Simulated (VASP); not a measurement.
Wanted: the native input for a VASP 6.6.1 run.

| Property | Result |
| --- | --- |
| Task | single point |
| Functional | PBE |
| Potentials or basis | VASP PAW PBE potentials, release 64 (Ru_pv) |
| Cutoff | 520 eV |
| k mesh | 8 × 8 × 6 |
| Occupations | gaussian, width 0.05 eV |
| Spin | no spin polarisation |
| Dipole correction | no |
| Further INCAR settings | ALGO = Normal; EDIFF = 1e-07; NBANDS = 21 |

The structure of Ru lies in POSCAR:

```
Ru
1.0
    2.7193934962      0.0000000000      0.0000000000
   -1.3596967481      2.3550638506      0.0000000000
    0.0000000000      0.0000000000      4.2960585134
Ru
2
Direct
    0.3333333333      0.6666666667      0.7500000000
    0.6666666667      0.3333333333      0.2500000000
```

These files were run (other wordings do the same):

INCAR

```
SYSTEM = Ru
ALGO = Normal ; EDIFF = 1E-7
ENCUT = 520 ; GGA = PE
ISIF = 2 ; ISMEAR = 0
LASPH = .TRUE. ; LCHARG = .TRUE.
LELF = .TRUE. ; LREAL = .FALSE.
LVHAR = .TRUE. ; LWAVE = .FALSE.
NBANDS = 21 ; NELM = 60
PREC = Accurate ; SIGMA = 0.05
```

KPOINTS

```
k-points
0
G
  8 8 6
  0 0 0
```

Potentials or basis: VASP PAW PBE potentials, release 64 (Ru_pv).

Command:

```console
$ cat potpaw_PBE.64/Ru_pv/POTCAR > POTCAR
$ mpirun -np 1 vasp_std > vasp.out
```

It gave:

```json
{
  "Pressure": "-0.1 GPa",
  "Band gap on the k mesh": "zero (band 14 reaches 14.17 eV, above the bottom of band 15 at 11.15 eV)"
}
```

Run time: 14 s on 1 thread of Intel(R) Xeon(R) Platinum 8488C (Sapphire Rapids) (shared host), peak memory 0.14 GiB.
